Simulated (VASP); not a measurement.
A run of VASP 6.6.1 is set up as follows.

Contents of INCAR:

```
  PREC = Accurate
  ENCUT = 600
  EDIFF = 1E-7
  ISMEAR = -1
  SIGMA = 0.1
  LREAL = False
  LASPH = True
  NELM = 80
  ALGO = Normal
  ISIF = 3
  LWAVE = False
  LCHARG = False
  IBRION = 2
  NSW = 80
  EDIFFG = -0.03
```

File KPOINTS:

```
regular mesh
0
Gamma
  6 6 6
```

Contents of POSCAR:

```
SrIrSe3
1.0
    4.4900000000      0.0000000000      0.0000000000
    0.0000000000      4.4900000000      0.0000000000
    0.0000000000      0.0000000000      4.4900000000
Sr Ir Se
1 1 3
Direct
    0.0000000000      0.0000000000      0.0000000000
    0.5000000000      0.5000000000      0.5000000000
    0.5000000000      0.5000000000      0.0000000000
    0.0000000000      0.5000000000      0.5000000000
    0.5000000000      0.0000000000      0.5000000000
```

Potentials or basis: VASP PAW LDA potentials, release 64 (Sr_sv, Ir, Se).

The run is started by

```console
$ cat potpaw_LDA.64/Sr_sv/POTCAR potpaw_LDA.64/Ir/POTCAR potpaw_LDA.64/Se/POTCAR > POTCAR
$ mpirun -np 1 vasp_std > vasp.out
```

Q: Predict the relaxed cell.

A: a = 4.912 Å, b = 4.912 Å, c = 4.912 Å, α = 90.00°, β = 90.00°, γ = 90.00°.

Q: What does it give for the relaxed volume?

A: 23.70 Å³/atom.

Q: Predict the space group after relaxing (to 0.1 Å).

A: Pm-3m (No. 221).

The path:
```
step  energy change (eV)  largest force (eV/Å)  pressure (GPa)  volume (Å³)
   1              0.0000                0.0000           43.37        90.52
   2              0.1482                0.0000          -13.29       171.10
   3             -2.9471                0.0000           -1.72       120.98
   4             -2.9591                0.0000           -0.58       119.31
   5             -2.9605                0.0000            0.01       118.49
```

Caveat: the volume moved by over 15 % at a fixed basis, so the end points are rough; an odd number of electrons without spin polarisation forces a metal; a magnetic or distorted state may lie lower.
